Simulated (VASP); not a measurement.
# Ni (P6/mmm) in VASP: notebook, part 2 of 2

VASP 6.6.1. Earlier steps stand in the parts before.

## (4) Single point, BLYP, collinear spin, ferromagnetic start

This run uses another cell than the first one, of 11.69 Å³/atom, 0.926 times its volume.

INCAR reads:

```
SYSTEM = Ni
  PREC = Accurate
  ENCUT = 520
  EDIFF = 1E-7
  ISMEAR = -1
  SIGMA = 0.05
  LREAL = .False.
  LASPH = .True.
  NELM = 150
  ALGO = Normal
  ISIF = 2
  LWAVE = .False.
  LCHARG = .False.
  ISPIN = 2
  MAGMOM = 0.643 0.69 0.69
  LORBIT = 11
  LMAXMIX = 4
  GGA = B5
  ALDAX = 1.0
  AGGAX = 1.0
  AGGAC = 1.0
  ALDAC = 0.0
  NBANDS = 26
```

KPOINTS reads:

```
Automatic mesh
0
Gamma
  12 12 17
  0 0 0
```

POSCAR reads:

```
Ni
1.0
    4.0571890610      0.0000000000      0.0000000000
   -2.0285945305      3.5136287948      0.0000000000
    0.0000000000      0.0000000000      2.4599623030
Ni
3
Direct
    0.0000000000      1.0000000000      0.0000000000
    0.3333333333      0.6666666667      0.5000000000
    0.6666666667      0.3333333333      0.5000000000
```

Potentials or basis: VASP PAW PBE potentials, release 64 (Ni).

Command:

```
$ cat potpaw_PBE.64/Ni/POTCAR > POTCAR
$ mpirun -np 1 vasp_std > vasp.out
```

OUTCAR:

```text
SYSTEM = Ni
   PREC = Accurate
   ENCUT = 520
   EDIFF = 1E-7
   ISMEAR = -1
   LREAL = .False.
   LASPH = .True.
   NELM = 150
   ISIF = 2
   ISPIN = 2
   LORBIT = 11
   GGA = B5

 ion  position               nearest neighbor table
   1  0.000  0.000  0.000-   2 2.65   3 2.65   2 2.65   3 2.65   3 2.65   3 2.65   2 2.65   2 2.65
                             3 2.65   3 2.65   2 2.65   2 2.65
   2  0.333  0.667  0.500-   3 2.34   3 2.34   3 2.34   1 2.65   1 2.65   1 2.65   1 2.65   1 2.65
                             1 2.65
   3  0.667  0.333  0.500-   2 2.34   2 2.34   2 2.34   1 2.65   1 2.65   1 2.65   1 2.65   1 2.65
                             1 2.65

  LATTYP: Found a hexagonal cell.
 ALAT       =     4.0571890610
 C/A-ratio  =     0.6063218317

  Lattice vectors:

 A1 = (   4.0571890610,   0.0000000000,   0.0000000000)
 A2 = (  -2.0285945305,   3.5136287948,   0.0000000000)
 A3 = (   0.0000000000,   0.0000000000,   2.4599623030)

Analysis of symmetry for initial positions (statically):
=====================================================================
 Subroutine PRICEL returns:
 Original cell was already a primitive cell.

 Routine SETGRP: Setting up the symmetry group for a
 hexagonal supercell.

 Subroutine GETGRP returns: Found 24 space group operations
 (whereof 24 operations were pure point group operations)
 out of a pool of 24 trial point group operations.

The static configuration has the point symmetry D_6h.

Analysis of symmetry for dynamics (positions and initial velocities):
=====================================================================
 Subroutine PRICEL returns:
 Original cell was already a primitive cell.

 Routine SETGRP: Setting up the symmetry group for a
 hexagonal supercell.

 Subroutine GETGRP returns: Found 24 space group operations
 (whereof 24 operations were pure point group operations)
 out of a pool of 24 trial point group operations.

The dynamic configuration has the point symmetry D_6h.

Analysis of structural, dynamic, and magnetic symmetry:
=====================================================================
 Subroutine PRICEL returns:
 Original cell was already a primitive cell.

 Routine SETGRP: Setting up the symmetry group for a
 hexagonal supercell.

 Subroutine GETGRP returns: Found 24 space group operations
 (whereof 24 operations were pure point group operations)
 out of a pool of 24 trial point group operations.

The overall configuration has the point symmetry D_6h.

 Subroutine INISYM returns: Found 24 space group operations
 (whereof 24 operations are pure point group operations),
 and found     1 'primitive' translations

----------------------------------------------------------------------------------------

                                     Primitive cell

  volume of cell :      35.0679

  direct lattice vectors                    reciprocal lattice vectors
     4.057189061  0.000000000  0.000000000     0.246476066  0.142303023  0.000000000
    -2.028594530  3.513628795  0.000000000     0.000000000  0.284606046  0.000000000
     0.000000000  0.000000000  2.459962303     0.000000000  0.000000000  0.406510294

  length of vectors
     4.057189061  4.057189061  2.459962303     0.284606046  0.284606046  0.406510294

  position of ions in fractional coordinates (direct lattice)
     0.000000000  0.000000000  0.000000000
     0.333333333  0.666666667  0.500000000
     0.666666667  0.333333333  0.500000000

  ion indices of the primitive-cell ions
[... 75 lines left out ...]
   NELM   =    150;   NELMIN=  2; NELMDL= -5     # of ELM steps
   EDIFF  = 0.1E-06   stopping-criterion for ELM
   LREAL  =      F    real-space projection
   EDIFFG = 0.1E-05   stopping-criterion for IOM
   NSW    =      0    number of steps for IOM
   IBRION =     -1    ionic relax: 0-MD 1-quasi-New 2-CG
   NFREE  =      0    steps in history (QN), initial steepest desc. (CG)
   ISIF   =      2    stress and relaxation
   ISYM   =      2    0-nonsym 1-usesym 2-fastsym
   POTIM  = 0.5000    time-step for ionic-motion
   TEBEG  =    0.0;   TEEND  =   0.0 temperature during run
   PSTRESS=    0.0 pullay stress
   NELECT =      30.0000    total number of electrons
   NUPDOWN=      -1.0000    fix difference up-down
   EMIN   =  10.00;   EMAX   =-10.00  energy-range for DOS
   EFERMI =   0.00;   METHOD = LEGACY
   ISMEAR =    -1;   SIGMA  =   0.05  broadening in eV -4-tet -1-fermi 0-gaus
   EFERMI_NEDOS =   21; number of points for ismear=-14 and -15
   IALGO  =     38    algorithm
   IMIX   =      4    mixing-type and parameters
     AMIX     =   0.40;   BMIX     =  1.00
     AMIX_MAG =   1.60;   BMIX_MAG =  1.00
  volume/ion in A,a.u.               =      11.69        78.88
  Fermi-wavevector in a.u.,A,eV,Ry     =   1.554099  2.936822 32.861120  2.415224
  Thomas-Fermi vector in A             =   2.658234
   LORBIT       =     11    0 simple, 1 ext, 2 COOP (PROOUT), +10 PAW based schemes
   GGA     = B5    functional components
   LHFCALC =     F    Hartree Fock is set to
   AEXX    =    0.0000 exact exchange contribution
   IVDW    =     0    specifies the selected vdW correction
   LEPSILON=     F    determine dielectric tensor
   LRPA    =     F    only Hartree local field effects (RPA)
 spin polarized calculation
  energy-cutoff  :      520.00
  volume of cell :       35.07
 maximum number of plane-waves:       957
   NGX = 15   NGY = 15   NGZ =  9

 number of electron      29.9999995 magnetization       1.8290567

 Free energy of the ion-electron system (eV)
  ---------------------------------------------------
  ext. energy  EPLUGINS =         0.00000000
  ---------------------------------------------------
  free energy    TOTEN  =       -13.53064138 eV

  energy without entropy =      -13.47558609  energy(sigma->0) =      -13.50311374

 E-fermi :   8.8283     XC(G=0): -12.2412

 val. band max:        8.8266237645   @ k =   0.0833  -0.0000   0.4706
 cond. band min:       8.8292261317   @ k =   0.4167   0.1667   0.0000
 fundamental gap:      0.0026023671
 Fermi energy:         8.8282552483

 spin component 1

 k-point     1 :       0.0000    0.0000    0.0000
  band No.  band energies     occupation
      1       0.4750      1.00000
      2       4.9693      1.00000
      3       5.9974      1.00000
      4       5.9974      1.00000
      5       6.0020      1.00000
      6       6.0020      1.00000
[... 685 lines left out ...]
     25      28.6963      0.00000
     26      30.0701      0.00000

 [... further k-points ...]

 spin component 2

 k-point     1 :       0.0000    0.0000    0.0000
  band No.  band energies     occupation
      1       0.4707      1.00000
      2       5.5071      1.00000
      3       6.4785      1.00000
      4       6.4785      1.00000
      5       6.5234      1.00000
      6       6.5234      1.00000
[... 685 lines left out ...]
     25      28.7826      0.00000
     26      30.1675      0.00000

 [... further k-points ...]

------------------------ aborting loop because EDIFF is reached ----------------------------------------

  FORCE on cell =-STRESS in cart. coord.  units (eV):
  Direction    XX          YY          ZZ          XY          YZ          ZX
  --------------------------------------------------------------------------------------
  -------------------------------------------------------------------------------------
  Total        0.0070274      0.0070274      0.0489088      0.0000000      0.0000000     -0.0000000
  in kB        0.3210688      0.3210688      2.2345406      0.0000000      0.0000000     -0.0000000
  external PRESSURE =       0.9588927 kB  Pullay stress =       0.0000000 kB

 VOLUME and BASIS-vectors are now :
 -----------------------------------------------------------------------------
  energy-cutoff  :      520.00
  volume of cell :       35.07
      direct lattice vectors                 reciprocal lattice vectors
     4.057189061  0.000000000  0.000000000     0.246476066  0.142303023  0.000000000
    -2.028594530  3.513628795  0.000000000     0.000000000  0.284606046  0.000000000
     0.000000000  0.000000000  2.459962303     0.000000000  0.000000000  0.406510294

 POSITION                                       TOTAL-FORCE (eV/Angst)
 -----------------------------------------------------------------------------------
      0.00000      0.00000      0.00000        -0.000000      0.000000      0.000000
     -0.00000      2.34242      1.22998        -0.000000      0.000000      0.000000
      2.02859      1.17121      1.22998         0.000000      0.000000     -0.000000
 -----------------------------------------------------------------------------------
    total drift:                               -0.000000      0.000000      0.000000

  FREE ENERGIE OF THE ION-ELECTRON SYSTEM (eV)
  ---------------------------------------------------
  free  energy   TOTEN  =       -13.5306413836 eV

  energy  without entropy=      -13.4755860891  energy(sigma->0) =      -13.50311374

 total charge

# of ion       s       p       d       tot
------------------------------------------
    1        0.455   0.408   8.342   9.205
    2        0.488   0.433   8.363   9.284
    3        0.488   0.433   8.363   9.284
--------------------------------------------------
tot          1.430   1.274  25.068  27.773

 magnetization (x)

# of ion       s       p       d       tot
------------------------------------------
    1       -0.003  -0.021   0.613   0.590
    2       -0.006  -0.019   0.663   0.637
    3       -0.006  -0.019   0.663   0.637
--------------------------------------------------
tot         -0.016  -0.059   1.939   1.864
```

OSZICAR:

```text
N       E                     dE             d eps       ncg     rms          rms(c)
DAV:   1     0.176823908775E+03    0.17682E+03   -0.12887E+04 18608   0.159E+03
DAV:   2    -0.564899192390E+01   -0.18247E+03   -0.16975E+03 17828   0.286E+02
[... 11 lines left out ...]
DAV:  14    -0.135306393309E+02   -0.39827E-06   -0.22167E-05 23100   0.120E-01    0.175E-02
DAV:  15    -0.135306423525E+02   -0.30216E-05   -0.66037E-06 22810   0.441E-02    0.836E-03
DAV:  16    -0.135306418388E+02    0.51371E-06   -0.10828E-06 23612   0.173E-02    0.465E-03
DAV:  17    -0.135306415013E+02    0.33752E-06   -0.11816E-07 11574   0.685E-03    0.157E-03
DAV:  18    -0.135306413994E+02    0.10188E-06   -0.40561E-08  9640   0.160E-03    0.101E-03
DAV:  19    -0.135306413836E+02    0.15862E-07   -0.95219E-09  9490   0.169E-03
   1 F= -.13530641E+02 E0= -.13503114E+02  d E =-.550553E-01  mag=     1.8290
```

stdout:

```text
POSCAR found type information on POSCAR Ni
 POSCAR found :  1 types and       3 ions
 scaLAPACK will be used
 -----------------------------------------------------------------------------
|                                                                             |
|                                                                             |
|     You enforced a specific xc type in the INCAR file but a different       |
|     I HOPE YOU KNOW WHAT YOU ARE DOING!                                     |
|                                                                             |
 -----------------------------------------------------------------------------

 LDA part: xc-table for (Slater(with rela. corr.)+VWN5), standard interpolation
 POSCAR, INCAR and KPOINTS ok, starting setup
 FFT: planning ... GRIDC
 FFT: planning ... GRID_SOFT
 FFT: planning ... GRID
 WAVECAR not read
 entering main loop
```

Run time: 6.6 min. Hardware: 1 thread of Oxide Virtual Turin-like, shared host; peak memory 0.28 GiB.

What came out:

```
Free energy                                           : -13.5306 eV
Pressure                                              : 0.1 GPa
Net moment                                            : 1.83 μB per cell
Site moments                                          : Ni +0.59, +0.64 μB
Valence electrons inside the program's atomic spheres : Ni 9.21, 9.28
```

Levels at points of the mesh, in eV from the Fermi level:
Spin up:
```tsv
k point	band 12	band 13	band 14	band 15	band 16	band 17	band 18	band 19	band 20	band 21
(0.00, 0.00, 0.00)	-1.41	-1.40	-1.40	-0.43	-0.43	5.96	5.96	6.01	6.01	7.77
(0.50, 0.00, 0.00)	-0.86	-0.70	-0.70	-0.66	-0.63	-0.46	0.44	5.80	15.21	15.22
```
Spin down:
```tsv
k point	band 11	band 12	band 13	band 14	band 15	band 16	band 17	band 18
(0.00, 0.00, 0.00)	-0.83	-0.83	-0.77	-0.77	0.22	0.22	6.21	6.21
(0.50, 0.00, 0.00)	-0.69	-0.23	-0.07	-0.05	-0.03	0.10	0.28	0.42
```

Caveat: the PAW data sets were made with another functional, which shifts forces and pressure a little.

## (5) Summary

| cell | k mesh | gap on the mesh (eV) | pressure (GPa) | moment (μB) |
| --- | --- | --- | --- | --- |
| a = 4.163, b = 4.163, c = 2.524 Å, angles 90.0, 90.0, 120.0°, 3 atoms | 10 × 10 × 14 | none | -10.1 | 1.86 |
| a = 4.213, b = 4.213, c = 2.555 Å, angles 90.0, 90.0, 120.0°, 3 atoms | 10 × 10 × 14 | none | -13.5 | 1.90 |
| a = 4.057, b = 4.057, c = 2.460 Å, angles 90.0, 90.0, 120.0°, 3 atoms | 12 × 12 × 17 | none | 0.1 | 1.83 |

Alike in all rows: task single point; level BLYP; potentials or basis VASP PAW PBE potentials, release 64 (Ni); spin collinear, ferromagnetic start; cutoff (eV) 520; smearing fermi-dirac 0.05 eV.

Caveats: the PAW data sets were made with another functional, which shifts forces and pressure a little.

Total energies depend on the potentials used, so only differences within one code and one set of settings carry meaning.
